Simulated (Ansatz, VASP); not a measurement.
**Mg2SO: VASP beside Ansatz**

The input INCAR:

```
  ALGO = Normal
  EDIFF = 1E-7
  ENCUT = 520
  GGA = PE
  ISIF = 2
  ISMEAR = 0
  LASPH = T
  LCHARG = F
  LREAL = F
  LWAVE = F
  NBANDS = 16
  NELM = 80
  PREC = Accurate
  SIGMA = 0.01
```

Contents of KPOINTS:

```
k-points
0
Gamma
  6 6 4
```

The input POSCAR:

```
Mg2SO
1.0
    3.6748652521      0.0000000000      0.0000000000
    0.0000000000      3.6748652521      0.0000000000
    0.0000000000      0.0000000000      4.8839684028
O Mg S
1 2 1
Direct
    0.0000000000      0.0000000000      0.0000000000
    0.0000000000      0.5000000000      0.8113170196
    0.5000000000      0.0000000000      0.1886829804
    0.5000000000      0.5000000000      0.5000000000
```

Input for Ansatz:

```yaml
crystal:
  lattice:
    - [3.6748652521, 0.0, 0.0]
    - [0.0, 3.6748652521, 0.0]
    - [0.0, 0.0, 4.8839684028]
  atoms:
    - { symbol: O, position: [0.0, 0.0, 0.0] }
    - { symbol: Mg, position: [0.0, 0.5, 0.8113170196] }
    - { symbol: S, position: [0.5, 0.5, 0.5] }
    - { symbol: Mg, position: [0.5, 0.0, 0.1886829804] }
kpoints:
  mp_grid: { grid: [6, 6, 4] }
hamiltonian:
  xc: pbe
scf:
  occupations: { method: fixed }
output:
  optics:
    e_range: [0, 13]
    de: 0.05
    sigma: 0.1
    bands: { spectra_wanted_up_to: 13 }
```

Alike in both runs: task single point; functional PBE; k mesh 6 × 6 × 4; no spin polarisation.

|  | VASP | Ansatz |
| --- | --- | --- |
| version | VASP 6.6.1 | Ansatz 0.2.0 |
| potentials or method | VASP PAW PBE potentials, release 64 (O, Mg, S) | plane waves, PAW |
| plane-wave cutoff (eV) | 520 | 420 |
| occupations | gaussian, width 0.01 eV | fixed |
| valence electrons in the cell | 16 | 32 |

Ansatz gave:

```
gap on the k mesh at the Fermi level (eV) : 1.64
```

Question: Which values does VASP return?

Answer: gap on the k mesh at the Fermi level (eV): 1.62.

VASP's potentials hold 16 valence electrons a cell and Ansatz's 32, so a difference there can come from the potentials and not from the codes.
